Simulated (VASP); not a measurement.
# W (Im-3m) in VASP: a series of runs

W is run at these levels: LDA; tasks: single point, relaxation of cell and atoms.

All numbers are computed with VASP 6.6.1; they aren't measurements. Logs are shortened: lines on timing, memory, paths and dates and some standing lists are left out, and cuts for length are marked.

**1. The cell of the first run**

It takes space group Im-3m (No. 229, cubic). Conventional cell: a = 3.133 Å, b = 3.133 Å, c = 3.133 Å, α = 90.00°, β = 90.00°, γ = 90.00°. Within 3.6 Å of W (site symmetry m-3m) lie 14 W at 2.71 to 3.13 Å.

**2. Single point, LDA**

Contents of INCAR:

```
PREC = Accurate
ENCUT = 500
EDIFF = 1E-6
ISMEAR = -1
SIGMA = 0.05
LREAL = False
LASPH = True
NELM = 120
ALGO = Normal
ISIF = 2
LWAVE = False
LCHARG = False
GGA = CA
NBANDS = 13
GGA_COMPAT = False
```

Contents of KPOINTS:

```
Automatic mesh
0
Gamma
  11 11 11
```

Contents of POSCAR:

```
W
1.0
   -1.5663424150      1.5663424150      1.5663424150
    1.5663424150     -1.5663424150      1.5663424150
    1.5663424150      1.5663424150     -1.5663424150
W
1
Direct
    0.0000000000      0.0000000000      0.0000000000
```

Potentials or basis: VASP PAW LDA potentials, release 64 (W_sv).

Started as:

```sh
cat potpaw_LDA.64/W_sv/POTCAR > POTCAR
mpirun -np 1 vasp_std > vasp.out
```

OUTCAR:

```text
PREC = Accurate
   ENCUT = 500
   EDIFF = 1E-6
   ISMEAR = -1
   LREAL = False
   LASPH = True
   NELM = 120
   ISIF = 2
   GGA = CA

 ion  position               nearest neighbor table
   1  0.000  0.000  0.000-

  LATTYP: Found a body centered cubic cell.
 ALAT       =     3.1326848300

  Lattice vectors:

 A1 = (  -1.5663424150,   1.5663424150,   1.5663424150)
 A2 = (   1.5663424150,  -1.5663424150,   1.5663424150)
 A3 = (   1.5663424150,   1.5663424150,  -1.5663424150)

Analysis of symmetry for initial positions (statically):
=====================================================================
 Subroutine PRICEL returns:
 Original cell was already a primitive cell.

 Routine SETGRP: Setting up the symmetry group for a
 body centered cubic supercell.

 Subroutine GETGRP returns: Found 48 space group operations
 (whereof 48 operations were pure point group operations)
 out of a pool of 48 trial point group operations.

The static configuration has the point symmetry O_h .

Analysis of symmetry for dynamics (positions and initial velocities):
=====================================================================
 Subroutine PRICEL returns:
 Original cell was already a primitive cell.

 Routine SETGRP: Setting up the symmetry group for a
 body centered cubic supercell.

 Subroutine GETGRP returns: Found 48 space group operations
 (whereof 48 operations were pure point group operations)
 out of a pool of 48 trial point group operations.

The dynamic configuration has the point symmetry O_h .

 Subroutine INISYM returns: Found 48 space group operations
 (whereof 48 operations are pure point group operations),
 and found     1 'primitive' translations

----------------------------------------------------------------------------------------

                                     Primitive cell

  volume of cell :      15.3716

  direct lattice vectors                    reciprocal lattice vectors
    -1.566342415  1.566342415  1.566342415     0.000000000  0.319215004  0.319215004
     1.566342415 -1.566342415  1.566342415     0.319215004  0.000000000  0.319215004
     1.566342415  1.566342415 -1.566342415     0.319215004  0.319215004  0.000000000

  length of vectors
     2.712984645  2.712984645  2.712984645     0.451438188  0.451438188  0.451438188

[... 82 lines left out ...]
   IBRION =     -1    ionic relax: 0-MD 1-quasi-New 2-CG
   NFREE  =      0    steps in history (QN), initial steepest desc. (CG)
   ISIF   =      2    stress and relaxation
   ISYM   =      2    0-nonsym 1-usesym 2-fastsym
   POTIM  = 0.5000    time-step for ionic-motion
   TEBEG  =    0.0;   TEEND  =   0.0 temperature during run
   PSTRESS=    0.0 pullay stress
   NELECT =      14.0000    total number of electrons
   NUPDOWN=      -1.0000    fix difference up-down
   EMIN   =  10.00;   EMAX   =-10.00  energy-range for DOS
   EFERMI =   0.00;   METHOD = LEGACY
   ISMEAR =    -1;   SIGMA  =   0.05  broadening in eV -4-tet -1-fermi 0-gaus
   EFERMI_NEDOS =   21; number of points for ismear=-14 and -15
   IALGO  =     38    algorithm
   IMIX   =      4    mixing-type and parameters
     AMIX     =   0.40;   BMIX     =  1.00
     AMIX_MAG =   1.60;   BMIX_MAG =  1.00
  volume/ion in A,a.u.               =      15.37       103.73
  Fermi-wavevector in a.u.,A,eV,Ry     =   1.586880  2.998769 34.262038  2.518189
  Thomas-Fermi vector in A             =   2.686123
   LORBIT       =      0    0 simple, 1 ext, 2 COOP (PROOUT), +10 PAW based schemes
   GGA     = CA    functional components
   LHFCALC =     F    Hartree Fock is set to
   AEXX    =    0.0000 exact exchange contribution
   IVDW    =     0    specifies the selected vdW correction
   LEPSILON=     F    determine dielectric tensor
   LRPA    =     F    only Hartree local field effects (RPA)
 non-spin polarized calculation
  energy-cutoff  :      500.00
  volume of cell :       15.37
 maximum number of plane-waves:       402
   NGX =  9   NGY =  9   NGZ =  9

 number of electron      14.0000004 magnetization

 Free energy of the ion-electron system (eV)
  ---------------------------------------------------
  ext. energy  EPLUGINS =         0.00000000
  ---------------------------------------------------
  free energy    TOTEN  =       -14.08541414 eV

  energy without entropy =      -14.07974161  energy(sigma->0) =      -14.08257788

 E-fermi :  11.7763     XC(G=0): -14.0018

 val. band max:       11.7681413897   @ k =  -0.1818   0.2727   0.0909
 cond. band min:      11.8937113853   @ k =  -0.1818   0.1818   0.0909
 fundamental gap:      0.1255699956
 Fermi energy:        11.7763391029

 k-point     1 :       0.0000    0.0000    0.0000
  band No.  band energies     occupation
      1     -61.9293      2.00000
      2     -25.6884      2.00000
      3     -25.6884      2.00000
      4     -25.6884      2.00000
      5       2.0607      2.00000
      6      10.4639      2.00000
      7      10.4639      2.00000
      8      10.4639      2.00000
      9      14.0359      0.00000
     10      14.0359      0.00000
     11      26.4143      0.00000
     12      26.4143      0.00000
     13      26.4143      0.00000
[... 354 lines left out ...]
  band No.  band energies     occupation
      1     -61.7629      2.00000
      2     -26.8861      2.00000
      3     -26.3511      2.00000
      4     -25.9289      2.00000
      5       7.0053      2.00000
      6       8.1785      2.00000
      7      10.4776      2.00000
      8      14.5002      0.00000
      9      15.0712      0.00000
     10      20.6705      0.00000
     11      21.2337      0.00000
     12      25.0584      0.00000
     13      27.1385      0.00000

 [... further k-points ...]

------------------------ aborting loop because EDIFF is reached ----------------------------------------

  FORCE on cell =-STRESS in cart. coord.  units (eV):
  Direction    XX          YY          ZZ          XY          YZ          ZX
  --------------------------------------------------------------------------------------
  -------------------------------------------------------------------------------------
  Total        0.2778745      0.2778745      0.2778745      0.0000000      0.0000000     -0.0000000
  in kB       28.9627090     28.9627090     28.9627090      0.0000000      0.0000000     -0.0000000
  external PRESSURE =      28.9627090 kB  Pullay stress =       0.0000000 kB

 VOLUME and BASIS-vectors are now :
 -----------------------------------------------------------------------------
  energy-cutoff  :      500.00
  volume of cell :       15.37
      direct lattice vectors                 reciprocal lattice vectors
    -1.566342415  1.566342415  1.566342415     0.000000000  0.319215004  0.319215004
     1.566342415 -1.566342415  1.566342415     0.319215004  0.000000000  0.319215004
     1.566342415  1.566342415 -1.566342415     0.319215004  0.319215004  0.000000000

 POSITION                                       TOTAL-FORCE (eV/Angst)
 -----------------------------------------------------------------------------------
      0.00000      0.00000      0.00000         0.000000     -0.000000     -0.000000
 -----------------------------------------------------------------------------------
    total drift:                                0.000000      0.000000      0.000000

  FREE ENERGIE OF THE ION-ELECTRON SYSTEM (eV)
  ---------------------------------------------------
  free  energy   TOTEN  =       -14.0854141405 eV

  energy  without entropy=      -14.0797416096  energy(sigma->0) =      -14.08257788
```

Run time: 3.4 s. Hardware: 1 thread of Intel Xeon 6975P-C (Granite Rapids), shared host; peak memory 0.12 GiB.

What came out:

```yaml
Free_energy: -14.0854 eV
Pressure: 2.9 GPa
Band_gap_on_the_k_mesh: zero (bands 7 and 8 overlap by 5.81 eV)
```

Caveat: spin-orbit coupling is left out, which moves the levels of the heavy elements.

**3. Relaxation of cell and atoms, LDA**

This run uses another cell than the first one, of 15.78 Å³/atom.

Contents of INCAR:

```
PREC = Accurate
ENCUT = 500
EDIFF = 1E-7
ISMEAR = -1
SIGMA = 0.05
LREAL = False
LASPH = True
NELM = 120
ALGO = Normal
ISIF = 3
LWAVE = False
LCHARG = False
IBRION = 2
NSW = 60
EDIFFG = -0.03
GGA_COMPAT = False
NELMIN = 4
```

Contents of KPOINTS:

```
regular mesh
0
Gamma
  11 11 11
```

Contents of POSCAR:

```
W
1.0
   -1.5800000000      1.5800000000      1.5800000000
    1.5800000000     -1.5800000000      1.5800000000
    1.5800000000      1.5800000000     -1.5800000000
W
1
Direct
    0.0000000000      0.0000000000      0.0000000000
```

Potentials or basis: VASP PAW LDA potentials, release 64 (W_sv).

Started as:

```sh
cat potpaw_LDA.64/W_sv/POTCAR > POTCAR
mpirun -np 1 vasp_std > vasp.out
```

OUTCAR:

```text
PREC = Accurate
   ENCUT = 500
   EDIFF = 1E-7
   ISMEAR = -1
   LREAL = False
   LASPH = True
   NELM = 120
   ISIF = 3
   IBRION = 2
   NSW = 60
   EDIFFG = -0.03
   NELMIN = 4

 ion  position               nearest neighbor table
   1  0.000  0.000  0.000-

  LATTYP: Found a body centered cubic cell.
 ALAT       =     3.1600000000

  Lattice vectors:

 A1 = (  -1.5800000000,   1.5800000000,   1.5800000000)
 A2 = (   1.5800000000,  -1.5800000000,   1.5800000000)
 A3 = (   1.5800000000,   1.5800000000,  -1.5800000000)

Analysis of symmetry for initial positions (statically):
=====================================================================
 Subroutine PRICEL returns:
 Original cell was already a primitive cell.

 Routine SETGRP: Setting up the symmetry group for a
 body centered cubic supercell.

 Subroutine GETGRP returns: Found 48 space group operations
 (whereof 48 operations were pure point group operations)
 out of a pool of 48 trial point group operations.

The static configuration has the point symmetry O_h .

Analysis of symmetry for dynamics (positions and initial velocities):
=====================================================================
 Subroutine PRICEL returns:
 Original cell was already a primitive cell.

 Routine SETGRP: Setting up the symmetry group for a
 body centered cubic supercell.

 Subroutine GETGRP returns: Found 48 space group operations
 (whereof 48 operations were pure point group operations)
 out of a pool of 48 trial point group operations.

The dynamic configuration has the point symmetry O_h .

 Subroutine INISYM returns: Found 48 space group operations
 (whereof 48 operations are pure point group operations),
 and found     1 'primitive' translations

----------------------------------------------------------------------------------------

                                     Primitive cell

  volume of cell :      15.7772

  direct lattice vectors                    reciprocal lattice vectors
    -1.580000000  1.580000000  1.580000000     0.000000000  0.316455696  0.316455696
     1.580000000 -1.580000000  1.580000000     0.316455696  0.000000000  0.316455696
     1.580000000  1.580000000 -1.580000000     0.316455696  0.316455696  0.000000000

  length of vectors
     2.736640276  2.736640276  2.736640276     0.447535937  0.447535937  0.447535937

  position of ions in fractional coordinates (direct lattice)
     0.000000000  0.000000000  0.000000000

  ion indices of the primitive-cell ions
   primitive index   ion index
                 1           1

----------------------------------------------------------------------------------------

 KPOINTS: regular mesh

Automatic generation of k-mesh.
 Grid dimensions read from file:
 generate k-points for:   11   11   11

 Generating k-lattice:

  Cartesian coordinates                     Fractional coordinates (reciprocal lattice)
     0.000000000  0.028768700  0.028768700     0.090909091  0.000000000  0.000000000
     0.028768700  0.000000000  0.028768700     0.000000000  0.090909091  0.000000000
     0.028768700  0.028768700  0.000000000     0.000000000  0.000000000  0.090909091

  Length of vectors
     0.040685085  0.040685085  0.040685085
[... 44 lines left out ...]
 SYSTEM =  unknown system
   PREC   = accura    normal or accurate (medium, high low for compatibility)
   ISTART =      0    job   : 0-new  1-cont  2-samecut
   ICHARG =      2    charge: 1-file 2-atom 10-const
   ISPIN  =      1    spin polarized calculation?
   LNONCOLLINEAR =      F non collinear calculations
   LSORBIT =      F    spin-orbit coupling
   LASPH  =      T    aspherical Exc in radial PAW
   ENCUT  =  500.0 eV  36.75 Ry    6.06 a.u.   4.99  4.99  4.99*2*pi/ulx,y,z
   NELM   =    120;   NELMIN=  4; NELMDL= -5     # of ELM steps
   EDIFF  = 0.1E-06   stopping-criterion for ELM
   LREAL  =      F    real-space projection
   EDIFFG = -.3E-01   stopping-criterion for IOM
   NSW    =     60    number of steps for IOM
   IBRION =      2    ionic relax: 0-MD 1-quasi-New 2-CG
   NFREE  =      1    steps in history (QN), initial steepest desc. (CG)
   ISIF   =      3    stress and relaxation
   ISYM   =      2    0-nonsym 1-usesym 2-fastsym
   POTIM  = 0.5000    time-step for ionic-motion
   TEBEG  =    0.0;   TEEND  =   0.0 temperature during run
   PSTRESS=    0.0 pullay stress
   NELECT =      14.0000    total number of electrons
   NUPDOWN=      -1.0000    fix difference up-down
   EMIN   =  10.00;   EMAX   =-10.00  energy-range for DOS
   EFERMI =   0.00;   METHOD = LEGACY
   ISMEAR =    -1;   SIGMA  =   0.05  broadening in eV -4-tet -1-fermi 0-gaus
   EFERMI_NEDOS =   21; number of points for ismear=-14 and -15
   IALGO  =     38    algorithm
   IMIX   =      4    mixing-type and parameters
     AMIX     =   0.40;   BMIX     =  1.00
     AMIX_MAG =   1.60;   BMIX_MAG =  1.00
  volume/ion in A,a.u.               =      15.78       106.47
  Fermi-wavevector in a.u.,A,eV,Ry     =   1.573163  2.972847 33.672273  2.474842
  Thomas-Fermi vector in A             =   2.674489
   LORBIT       =      0    0 simple, 1 ext, 2 COOP (PROOUT), +10 PAW based schemes
   GGA     = CA    functional components
   LHFCALC =     F    Hartree Fock is set to
   AEXX    =    0.0000 exact exchange contribution
   IVDW    =     0    specifies the selected vdW correction
   LEPSILON=     F    determine dielectric tensor
   LRPA    =     F    only Hartree local field effects (RPA)
 conjugate gradient relaxation of ions
 non-spin polarized calculation
  energy-cutoff  :      500.00
  volume of cell :       15.78
 maximum number of plane-waves:       414
   NGX =  9   NGY =  9   NGZ =  9

--------------------------------------- Ionic step        1  -------------------------------------------

 number of electron      14.0000004 magnetization

 Free energy of the ion-electron system (eV)
  ---------------------------------------------------
  ext. energy  EPLUGINS =         0.00000000
  ---------------------------------------------------
  free energy    TOTEN  =       -14.08195308 eV

  energy without entropy =      -14.07588987  energy(sigma->0) =      -14.07892148

------------------------ aborting loop because EDIFF is reached ----------------------------------------

  FORCE on cell =-STRESS in cart. coord.  units (eV):
  Direction    XX          YY          ZZ          XY          YZ          ZX
  --------------------------------------------------------------------------------------
  -------------------------------------------------------------------------------------
  Total       -0.5596650     -0.5596650     -0.5596650      0.0000000      0.0000000     -0.0000000
  in kB      -56.8338990    -56.8338990    -56.8338990      0.0000000      0.0000000     -0.0000000
  external PRESSURE =     -56.8338990 kB  Pullay stress =       0.0000000 kB
[... 57 lines left out ...]
--------------------------------------- Ionic step        3  -------------------------------------------

 number of electron      14.0000005 magnetization

 Free energy of the ion-electron system (eV)
  ---------------------------------------------------
  ext. energy  EPLUGINS =         0.00000000
  ---------------------------------------------------
  free energy    TOTEN  =       -14.08687715 eV

  energy without entropy =      -14.08109074  energy(sigma->0) =      -14.08398395

 E-fermi :  11.6426     XC(G=0): -13.9505

 val. band max:       11.6402746735   @ k =  -0.1818   0.2727   0.0909
 cond. band min:      11.7582923169   @ k =  -0.1818   0.1818   0.0909
 fundamental gap:      0.1180176434
 Fermi energy:        11.6425845410

 k-point     1 :       0.0000    0.0000    0.0000
  band No.  band energies     occupation
      1     -62.0745      2.00000
      2     -25.8488      2.00000
      3     -25.8488      2.00000
      4     -25.8488      2.00000
      5       1.9740      2.00000
      6      10.3451      2.00000
      7      10.3451      2.00000
      8      10.3451      2.00000
      9      13.8788      0.00000
     10      13.8788      0.00000
     11      26.2598      0.00000
[... 309 lines left out ...]
 k-point    24 :       0.3636    0.1818    0.0909
  band No.  band energies     occupation
      1     -61.9147      2.00000
      2     -27.0114      2.00000
      3     -26.4920      2.00000
      4     -26.0817      2.00000
      5       6.9120      2.00000
      6       8.0796      2.00000
      7      10.3364      2.00000
      8      14.3316      0.00000
      9      14.8944      0.00000
     10      20.4248      0.00000
     11      20.9952      0.00000

 [... further k-points ...]

------------------------ aborting loop because EDIFF is reached ----------------------------------------

  FORCE on cell =-STRESS in cart. coord.  units (eV):
  Direction    XX          YY          ZZ          XY          YZ          ZX
  --------------------------------------------------------------------------------------
  -------------------------------------------------------------------------------------
  Total       -0.0167460     -0.0167460     -0.0167460      0.0000000      0.0000000      0.0000000
  in kB       -1.7296960     -1.7296960     -1.7296960      0.0000000      0.0000000      0.0000000
  external PRESSURE =      -1.7296960 kB  Pullay stress =       0.0000000 kB
[... 16 lines left out ...]
  FREE ENERGIE OF THE ION-ELECTRON SYSTEM (eV)
  ---------------------------------------------------
  free  energy   TOTEN  =       -14.0868771489 eV

  energy  without entropy=      -14.0810907413  energy(sigma->0) =      -14.08398395

 reached required accuracy - stopping structural energy minimisation
```

OSZICAR:

```text
N       E                     dE             d eps       ncg     rms          rms(c)
DAV:   1     0.744641801808E+02    0.74464E+02   -0.77333E+03  1232   0.141E+03
DAV:   2    -0.132113063752E+02   -0.87675E+02   -0.84363E+02  1328   0.329E+02
DAV:   3    -0.147573696498E+02   -0.15461E+01   -0.15250E+01  1420   0.428E+01
DAV:   4    -0.147652417096E+02   -0.78721E-02   -0.78717E-02  1310   0.339E+00
[... 22 lines left out ...]
DAV:   4    -0.140869923252E+02   -0.82338E-03   -0.56850E-03  1270   0.100E+00    0.353E-01
DAV:   5    -0.140868791517E+02    0.11317E-03   -0.40907E-04  1304   0.259E-01    0.822E-03
DAV:   6    -0.140868772719E+02    0.18798E-05   -0.32048E-06  1304   0.254E-02    0.310E-03
DAV:   7    -0.140868771515E+02    0.12045E-06   -0.17493E-07   864   0.637E-03    0.402E-04
DAV:   8    -0.140868771489E+02    0.25957E-08   -0.59034E-09   649   0.112E-03
   3 F= -.14086877E+02 E0= -.14083984E+02  d E =-.492407E-02
```

Wall time 7 s (1 thread of Intel Xeon 6975P-C (Granite Rapids), shared host); peak memory 0.13 GiB.

Results:

| Property | Result |
| --- | --- |
| Free energy | -14.0869 eV |
| Relaxed volume | 15.51 Å³/atom |
| Relaxed cell | a = 2.721 Å, b = 2.721 Å, c = 2.721 Å, α = 109.47°, β = 109.47°, γ = 109.47° |
| Space group after relaxing (to 0.1 Å) | Im-3m (No. 229) |
| Energy gained by relaxing | 4.9 meV/atom |
| Ionic steps | 3 |
| Pressure after relaxing | -0.2 GPa |
| Band gap on the k mesh | zero (bands 7 and 8 overlap by 5.73 eV) |

Step by step:
```
step  energy change (eV)  largest force (eV/Å)  pressure (GPa)  volume (Å³)
   1              0.0000                0.0000           -5.68        15.78
   2              0.0669                0.0000           25.15        14.53
   3             -0.0049                0.0000           -0.17        15.51
```

Final structure:
```
W
1.0
    -1.57107    1.57107    1.57107
     1.57107   -1.57107    1.57107
     1.57107    1.57107   -1.57107
W
1
Direct
  0.00000 0.00000 0.00000
```

Caveat: spin-orbit coupling is left out, which moves the levels of the heavy elements.
